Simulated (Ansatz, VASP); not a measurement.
**Two plane-wave programs on SiC**

```
Si C
1.0
     0.00000    2.23282    2.23282
     2.23282    0.00000    2.23282
     2.23282    2.23282    0.00000
Si C
1 1
Direct
  0.00000 0.00000 0.00000
  0.25000 0.25000 0.25000
```

Alike in both runs: task single point; functional PBE; k mesh 8 × 8 × 8; no spin polarisation.

|  | VASP | Ansatz |
| --- | --- | --- |
| version | VASP 6.6.1 | Ansatz 0.2.0 |
| potentials or method | VASP PAW PBE potentials, release 64 (Si, C) | plane waves, PAW |
| plane-wave cutoff (eV) | 600 | 420 |
| occupations | gaussian, width 0.01 eV | fixed |
| valence electrons in the cell | 8 | 8 |

|  | VASP | Ansatz | Ansatz less VASP |
| --- | --- | --- | --- |
| gap on the k mesh at the Fermi level (eV) | 1.42 | 1.42 | 0.000 |
| pressure (GPa) | -11.2 | -11.0 | +0.15 |
